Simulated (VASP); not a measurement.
## TeWS4: single point with PBE

TeWS4:

```
Te W S
1.0
     4.23608   -4.39024    0.00000
     4.23608    4.39024    0.00000
     0.00000    0.00000    3.82665
Te W S
1 1 4
Direct
  0.50000 0.50000 0.50000
  0.00000 0.00000 0.00000
  0.79530 0.20470 0.50000
  0.20470 0.79530 0.50000
  0.70493 0.70493 0.00000
  0.29507 0.29507 0.00000
```

- Program: VASP 6.6.1
- Task: single point
- Functional: PBE
- Potentials or basis: VASP PAW PBE potentials, release 64 (Te, W_sv, S)
- Cutoff: 520 eV
- k mesh: 4 × 4 × 4
- Occupations: gaussian, width 0.1 eV
- Spin: no spin polarisation

```yaml
Pressure: -5.7 GPa
Largest_force: 2.686 eV/Å
Band_gap_on_the_k_mesh: zero (band 22 reaches 5.37 eV, above the bottom of band 23 at 4.28 eV)
```

Forces in eV/Å, atoms in the order of the input:
```
Te   0.000  0.000  0.000
W    0.000  0.000  0.000
S    0.000 -2.686  0.000
S    0.000  2.686  0.000
S    2.137  0.000  0.000
S   -2.137  0.000  0.000
```

Stress tensor (GPa, compression positive):
```
-5.80  0.00  0.00
 0.00 -5.50  0.00
 0.00  0.00 -5.70
```

Levels at points of the mesh, in eV from the Fermi level:
```tsv
k point	band 20	band 21	band 22	band 23	band 24	band 25
(0.00, 0.00, 0.00)	-1.21	-0.52	-0.50	0.18	0.39	0.41
(0.50, 0.00, 0.00)	-1.28	-1.08	-0.94	-0.78	0.02	0.83
(0.50, 0.50, 0.00)	-1.93	-1.91	-0.60	0.22	1.24	1.29
(0.00, 0.00, 0.50)	-2.13	-0.84	0.14	0.41	0.46	0.62
(0.50, 0.00, 0.50)	-1.58	-0.79	-0.08	0.41	0.76	1.06
(0.50, 0.50, 0.50)	-1.40	-1.26	-0.14	0.14	0.32	0.50
```

Run time: 39 s on 1 thread of Intel(R) Xeon(R) 6975P-C (Granite Rapids), on a shared host, peak memory 0.28 GiB.

Caveat: the k points lie up to 0.41 Å⁻¹ apart; spin-orbit coupling is left out, which moves the levels of the heavy elements; forces of over 1 eV/Å act on the atoms, so gaps and moduli don't describe the material at rest.
